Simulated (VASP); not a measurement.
# ZnSe (F-43m) in VASP: a series of runs

The runs below take ZnSe through single point, with r2SCAN.

Program: VASP 6.6.1. These are calculated values, not measurements. Logs are shortened: lines on timing, memory, paths and dates and some standing lists are left out, and cuts for length are marked.

**1. The cell of the first run**

The structure is cubic, space group F-43m (No. 216). The conventional cell has a = 5.550 Å, b = 5.550 Å, c = 5.550 Å, α = 90.00°, β = 90.00°, γ = 90.00°. Within 3.2 Å of Zn (site symmetry -43m) lie 4 Se at 2.40 Å. Within 3.2 Å of Se (site symmetry -43m) lie 4 Zn at 2.40 Å.

**2. Single point, r2SCAN (volume scaled by 0.94)**

File POSCAR:

```
ZnSe
1.0
    0.0000000000      2.7751138179      2.7751138179
    2.7751138179      0.0000000000      2.7751138179
    2.7751138179      2.7751138179      0.0000000000
Zn Se
1 1
Direct
    0.0000000000      0.0000000000      0.0000000000
    0.2500000000      0.2500000000      0.2500000000
```

File INCAR.step1:

```
  PREC = Accurate
  ENCUT = 520
  ISMEAR = 0
  SIGMA = 0.02
  LREAL = F
  LASPH = T
  NELM = 100
  NBANDS = 16
  GGA = PE
  ALGO = Normal
  EDIFF = 1E-4
  LWAVE = T
  LCHARG = F
```

File INCAR.step2:

```
  PREC = Accurate
  ENCUT = 520
  EDIFF = 1E-7
  ISMEAR = 0
  SIGMA = 0.02
  LREAL = F
  LASPH = T
  NELM = 100
  ALGO = Normal
  ISIF = 2
  LWAVE = F
  LCHARG = T
  METAGGA = R2SCAN
  LMIXTAU = T
  LELF = T
  LVHAR = T
  NBANDS = 16
  ISTART = 1
```

File KPOINTS:

```
regular mesh
0
Gamma
  8 8 8
```

Potentials or basis: VASP PAW PBE potentials, release 64 (Zn, Se).

Started as:

```console
$ cat potpaw_PBE.64/Zn/POTCAR potpaw_PBE.64/Se/POTCAR > POTCAR
$ cp INCAR.step1 INCAR
$ mpirun -np 1 vasp_std > vasp.out
$ cp INCAR.step2 INCAR
$ mpirun -np 1 vasp_std > vasp.out
```

OUTCAR:

```text
PREC = Accurate
   ENCUT = 520
   EDIFF = 1E-7
   ISMEAR = 0
   LREAL = F
   LASPH = T
   NELM = 100
   ISIF = 2
   METAGGA = R2SCAN
   ISTART = 1

 ion  position               nearest neighbor table
   1  0.000  0.000  0.000-   2 2.40   2 2.40   2 2.40   2 2.40
   2  0.250  0.250  0.250-   1 2.40   1 2.40   1 2.40   1 2.40

  LATTYP: Found a face centered cubic cell.
 ALAT       =     5.5502276358

  Lattice vectors:

 A1 = (   0.0000000000,   2.7751138179,   2.7751138179)
 A2 = (   2.7751138179,   0.0000000000,   2.7751138179)
 A3 = (   2.7751138179,   2.7751138179,   0.0000000000)

Analysis of symmetry for initial positions (statically):
=====================================================================
 Subroutine PRICEL returns:
 Original cell was already a primitive cell.

 Routine SETGRP: Setting up the symmetry group for a
 face centered cubic supercell.

 Subroutine GETGRP returns: Found 24 space group operations
 (whereof 24 operations were pure point group operations)
 out of a pool of 48 trial point group operations.

The static configuration has the point symmetry T_d .

Analysis of symmetry for dynamics (positions and initial velocities):
=====================================================================
 Subroutine PRICEL returns:
 Original cell was already a primitive cell.

 Routine SETGRP: Setting up the symmetry group for a
 face centered cubic supercell.

 Subroutine GETGRP returns: Found 24 space group operations
 (whereof 24 operations were pure point group operations)
 out of a pool of 48 trial point group operations.

The dynamic configuration has the point symmetry T_d .

 Subroutine INISYM returns: Found 24 space group operations
 (whereof 24 operations are pure point group operations),
 and found     1 'primitive' translations

----------------------------------------------------------------------------------------

                                     Primitive cell

  volume of cell :      42.7437

  direct lattice vectors                    reciprocal lattice vectors
     0.000000000  2.775113818  2.775113818    -0.180172790  0.180172790  0.180172790
     2.775113818  0.000000000  2.775113818     0.180172790 -0.180172790  0.180172790
     2.775113818  2.775113818  0.000000000     0.180172790  0.180172790 -0.180172790

  length of vectors
     3.924603598  3.924603598  3.924603598     0.312068427  0.312068427  0.312068427

  position of ions in fractional coordinates (direct lattice)
     0.000000000  0.000000000  0.000000000
     0.250000000  0.250000000  0.250000000

  ion indices of the primitive-cell ions
   primitive index   ion index
                 1           1
                 2           2

----------------------------------------------------------------------------------------

 KPOINTS: regular mesh

Automatic generation of k-mesh.
 Grid dimensions read from file:
 generate k-points for:    8    8    8

 Generating k-lattice:

  Cartesian coordinates                     Fractional coordinates (reciprocal lattice)
    -0.022521599  0.022521599  0.022521599     0.125000000  0.000000000  0.000000000
     0.022521599 -0.022521599  0.022521599     0.000000000  0.125000000  0.000000000
     0.022521599  0.022521599 -0.022521599     0.000000000  0.000000000  0.125000000

  Length of vectors
     0.039008553  0.039008553  0.039008553

  Shift w.r.t. Gamma in fractional coordinates (k-lattice)
     0.000000000  0.000000000  0.000000000

 Subroutine IBZKPT returns following result:
 ===========================================

 Found     29 irreducible k-points:

 Following reciprocal coordinates:
            Coordinates               Weight
  0.000000  0.000000  0.000000      1.000000
  0.125000  0.000000  0.000000      8.000000
  0.250000  0.000000  0.000000      8.000000
  0.375000  0.000000  0.000000      8.000000
  0.500000  0.000000  0.000000      4.000000
  0.125000  0.125000  0.000000      6.000000
[... 16 lines left out ...]
  0.500000  0.250000  0.125000     48.000000
 -0.375000  0.250000  0.125000     24.000000
 [... further k-points ...]
   k-points           NKPTS =     29   k-points in BZ     NKDIM =     29   number of bands    NBANDS=     16
   number of dos      NEDOS =    301   number of ions     NIONS =      2
   total plane-waves  NPLWV =  27000
   dimension x,y,z NGX =    30 NGY =   30 NGZ =   30
   dimension x,y,z NGXF=    60 NGYF=   60 NGZF=   60
   ions per type =               1   1
   NGX,Y,Z   is equivalent  to a cutoff of  12.71, 12.71, 12.71 a.u.
   NGXF,Y,Z  is equivalent  to a cutoff of  25.42, 25.42, 25.42 a.u.
 SYSTEM =  unknown system
   PREC   = accura    normal or accurate (medium, high low for compatibility)
   ISTART =      1    job   : 0-new  1-cont  2-samecut
   ICHARG =      0    charge: 1-file 2-atom 10-const
   ISPIN  =      1    spin polarized calculation?
   LNONCOLLINEAR =      F non collinear calculations
   LSORBIT =      F    spin-orbit coupling
   LASPH  =      T    aspherical Exc in radial PAW
   ENCUT  =  520.0 eV  38.22 Ry    6.18 a.u.   7.30  7.30  7.30*2*pi/ulx,y,z
   NELM   =    100;   NELMIN=  2; NELMDL=  0     # of ELM steps
   EDIFF  = 0.1E-06   stopping-criterion for ELM
   LREAL  =      F    real-space projection
   EDIFFG = 0.1E-05   stopping-criterion for IOM
   NSW    =      0    number of steps for IOM
   IBRION =     -1    ionic relax: 0-MD 1-quasi-New 2-CG
   NFREE  =      0    steps in history (QN), initial steepest desc. (CG)
   ISIF   =      2    stress and relaxation
   ISYM   =      2    0-nonsym 1-usesym 2-fastsym
   POTIM  = 0.5000    time-step for ionic-motion
   TEBEG  =    0.0;   TEEND  =   0.0 temperature during run
   PSTRESS=    0.0 pullay stress
   NELECT =      18.0000    total number of electrons
   NUPDOWN=      -1.0000    fix difference up-down
   EMIN   =  10.00;   EMAX   =-10.00  energy-range for DOS
   EFERMI =   0.00;   METHOD = LEGACY
   ISMEAR =     0;   SIGMA  =   0.02  broadening in eV -4-tet -1-fermi 0-gaus
   EFERMI_NEDOS =   21; number of points for ismear=-14 and -15
   IALGO  =     38    algorithm
   IMIX   =      4    mixing-type and parameters
     AMIX     =   0.40;   BMIX     =  1.00
     AMIX_MAG =   1.60;   BMIX_MAG =  1.00
  volume/ion in A,a.u.               =      21.37       144.22
  Fermi-wavevector in a.u.,A,eV,Ry     =   1.227086  2.318856 20.486825  1.505739
  Thomas-Fermi vector in A             =   2.362062
   LORBIT       =      0    0 simple, 1 ext, 2 COOP (PROOUT), +10 PAW based schemes
   METAGGA = R2SCAN    functional components
   LHFCALC =     F    Hartree Fock is set to
   AEXX    =    0.0000 exact exchange contribution
   IVDW    =     0    specifies the selected vdW correction
   LEPSILON=     F    determine dielectric tensor
   LRPA    =     F    only Hartree local field effects (RPA)
 non-spin polarized calculation
 Gauss-broadening in eV      SIGMA  =   0.02
  energy-cutoff  :      520.00
  volume of cell :       42.74
 maximum number of plane-waves:      1174
 NGX is ok and might be reduce to    30
   NGX = 15   NGY = 15   NGZ = 15

 number of electron      17.9999986 magnetization

 Free energy of the ion-electron system (eV)
  ---------------------------------------------------
  ext. energy  EPLUGINS =         0.00000000
  ---------------------------------------------------
  free energy    TOTEN  =       -24.87119324 eV

  energy without entropy =      -24.87119324  energy(sigma->0) =      -24.87119324

 E-fermi :   2.0289     XC(G=0): -10.2307

 val. band max:        1.8616567804   @ k =   0.0000   0.0000   0.0000
 cond. band min:       4.0087121856   @ k =   0.0000   0.0000   0.0000
 fundamental gap:      2.1470554053
 Fermi energy:         2.0288736720

 k-point     1 :       0.0000    0.0000    0.0000
  band No.  band energies     occupation
      1     -12.2924      2.00000
      2      -5.0806      2.00000
      3      -5.0806      2.00000
      4      -5.0806      2.00000
      5      -4.6075      2.00000
      6      -4.6075      2.00000
[... 8 lines left out ...]
     15      14.0159      0.00000
     16      14.0159      0.00000

 k-point     2 :       0.1250    0.0000    0.0000
  band No.  band energies     occupation
      1     -12.1754      2.00000
      2      -5.0756      2.00000
      3      -5.0614      2.00000
      4      -5.0614      2.00000
      5      -4.6092      2.00000
      6      -4.6092      2.00000
[... 8 lines left out ...]
     15      13.1740      0.00000
     16      13.6227      0.00000

 k-point     3 :       0.2500    0.0000    0.0000
  band No.  band energies     occupation
      1     -11.8695      2.00000
      2      -5.0210      2.00000
      3      -5.0185      2.00000
      4      -5.0185      2.00000
      5      -4.6078      2.00000
      6      -4.6077      2.00000
[... 8 lines left out ...]
     15      12.9453      0.00000
     16      13.3288      0.00000

 k-point     4 :       0.3750    0.0000    0.0000
  band No.  band energies     occupation
      1     -11.5221      2.00000
      2      -4.9832      2.00000
      3      -4.9831      2.00000
      4      -4.8040      2.00000
      5      -4.5957      2.00000
      6      -4.5956      2.00000
[... 8 lines left out ...]
     15      14.2215      0.00000
     16      14.2215      0.00000

 k-point     5 :       0.5000    0.0000    0.0000
  band No.  band energies     occupation
      1     -11.3624      2.00000
      2      -4.9715      2.00000
      3      -4.9714      2.00000
      4      -4.5868      2.00000
      5      -4.5867      2.00000
      6      -4.4291      2.00000
[... 8 lines left out ...]
     15      15.9399      0.00000
     16      15.9400      0.00000

 k-point     6 :       0.1250    0.1250    0.0000
  band No.  band energies     occupation
      1     -12.1363      2.00000
      2      -5.0938      2.00000
      3      -5.0447      2.00000
      4      -5.0447      2.00000
      5      -4.6214      2.00000
      6      -4.5989      2.00000
[... 8 lines left out ...]
     15      14.1310      0.00000
     16      14.2526      0.00000

 k-point     7 :       0.2500    0.1250    0.0000
  band No.  band energies     occupation
      1     -11.8923      2.00000
      2      -5.0786      2.00000
      3      -4.9997      2.00000
      4      -4.9975      2.00000
      5      -4.6283      2.00000
      6      -4.5913      2.00000
[... 8 lines left out ...]
     15      14.1185      0.00000
     16      14.8958      0.00000

 k-point     8 :       0.3750    0.1250    0.0000
  band No.  band energies     occupation
      1     -11.5531      2.00000
      2      -5.0058      2.00000
      3      -4.9585      2.00000
      4      -4.8870      2.00000
      5      -4.6078      2.00000
      6      -4.5831      2.00000
[... 8 lines left out ...]
     15      14.4773      0.00000
     16      15.0072      0.00000

 k-point     9 :       0.5000    0.1250    0.0000
  band No.  band energies     occupation
      1     -11.3212      2.00000
      2      -4.9715      2.00000
      3      -4.9434      2.00000
      4      -4.6513      2.00000
      5      -4.5842      2.00000
      6      -4.4624      2.00000
[... 8 lines left out ...]
     15      15.4047      0.00000
     16      15.9502      0.00000
[... 172 lines left out ...]
 k-point    19 :       0.5000    0.3750    0.0000
  band No.  band energies     occupation
      1     -11.0964      2.00000
      2      -5.0358      2.00000
      3      -4.7991      2.00000
      4      -4.7760      2.00000
      5      -4.5593      2.00000
      6      -4.4284      2.00000
[... 8 lines left out ...]
     15      16.4225      0.00000
     16      17.3799      0.00000

 k-point    20 :      -0.3750    0.3750    0.0000
  band No.  band energies     occupation
      1     -11.0677      2.00000
      2      -4.9823      2.00000
      3      -4.8236      2.00000
      4      -4.7082      2.00000
      5      -4.5821      2.00000
      6      -4.3002      2.00000
[... 8 lines left out ...]
     15      14.6737      0.00000
     16      18.6264      0.00000

 k-point    21 :       0.5000    0.5000    0.0000
  band No.  band energies     occupation
      1     -11.0435      2.00000
      2      -5.0651      2.00000
      3      -4.7693      2.00000
      4      -4.7693      2.00000
      5      -4.5484      2.00000
      6      -4.4047      2.00000
[... 8 lines left out ...]
     15      16.6438      0.00000
     16      17.2715      0.00000

 k-point    22 :       0.3750    0.2500    0.1250
  band No.  band energies     occupation
      1     -11.6288      2.00000
      2      -5.0421      2.00000
      3      -4.9565      2.00000
      4      -4.9302      2.00000
      5      -4.6268      2.00000
      6      -4.5784      2.00000
[... 8 lines left out ...]
     15      15.0444      0.00000
     16      16.4487      0.00000

 k-point    23 :       0.5000    0.2500    0.1250
  band No.  band energies     occupation
      1     -11.3372      2.00000
      2      -4.9691      2.00000
      3      -4.9258      2.00000
      4      -4.7774      2.00000
      5      -4.5948      2.00000
      6      -4.5458      2.00000
[... 8 lines left out ...]
     15      15.5173      0.00000
     16      16.5518      0.00000

 k-point    24 :      -0.3750    0.2500    0.1250
  band No.  band energies     occupation
      1     -11.2064      2.00000
      2      -4.9557      2.00000
      3      -4.9076      2.00000
      4      -4.6549      2.00000
      5      -4.6017      2.00000
      6      -4.3713      2.00000
[... 8 lines left out ...]
     15      15.5349      0.00000
     16      16.5100      0.00000

 [... further k-points ...]
[... 5 lines left out ...]
  --------------------------------------------------------------------------------------
  -------------------------------------------------------------------------------------
  Total        1.2687966      1.2687966      1.2687966      0.0000000      0.0000000     -0.0000000
  in kB       47.5587252     47.5587252     47.5587252      0.0000000      0.0000000     -0.0000000
  external PRESSURE =      47.5587252 kB  Pullay stress =       0.0000000 kB

 VOLUME and BASIS-vectors are now :
 -----------------------------------------------------------------------------
  energy-cutoff  :      520.00
  volume of cell :       42.74
      direct lattice vectors                 reciprocal lattice vectors
     0.000000000  2.775113818  2.775113818    -0.180172790  0.180172790  0.180172790
     2.775113818  0.000000000  2.775113818     0.180172790 -0.180172790  0.180172790
     2.775113818  2.775113818  0.000000000     0.180172790  0.180172790 -0.180172790

 POSITION                                       TOTAL-FORCE (eV/Angst)
 -----------------------------------------------------------------------------------
      0.00000      0.00000      0.00000         0.000000      0.000000      0.000000
      1.38756      1.38756      1.38756        -0.000000     -0.000000     -0.000000
 -----------------------------------------------------------------------------------
    total drift:                                0.000029      0.000029      0.000029

  FREE ENERGIE OF THE ION-ELECTRON SYSTEM (eV)
  ---------------------------------------------------
  free  energy   TOTEN  =       -24.8711932377 eV

  energy  without entropy=      -24.8711932377  energy(sigma->0) =      -24.87119324
```

Run time: 52 s. Hardware: 1 thread of Intel Xeon 6975P-C (Granite Rapids), shared host; peak memory 0.18 GiB.

What came out:

```
Free energy            : -24.8712 eV
Pressure               : 4.8 GPa
Band gap on the k mesh : 2.15 eV, direct
```

Levels at points of the mesh, in eV from the valence-band top:
```csv
k point,band 6,band 7,band 8,band 9,band 10,band 11,band 12,band 13
"(0.00, 0.00, 0.00)",-6.47,0.00,0.00,0.00,2.15,6.28,6.28,6.28
"(0.50, 0.00, 0.00)",-6.29,-5.74,-0.98,-0.98,3.17,6.84,6.84,9.24
"(0.50, 0.50, 0.00)",-6.27,-5.08,-2.47,-2.47,3.19,3.86,12.03,12.52
```

Caveat: the PAW data sets were made with another functional, which shifts forces and pressure a little.

[end of part 1 of 2]
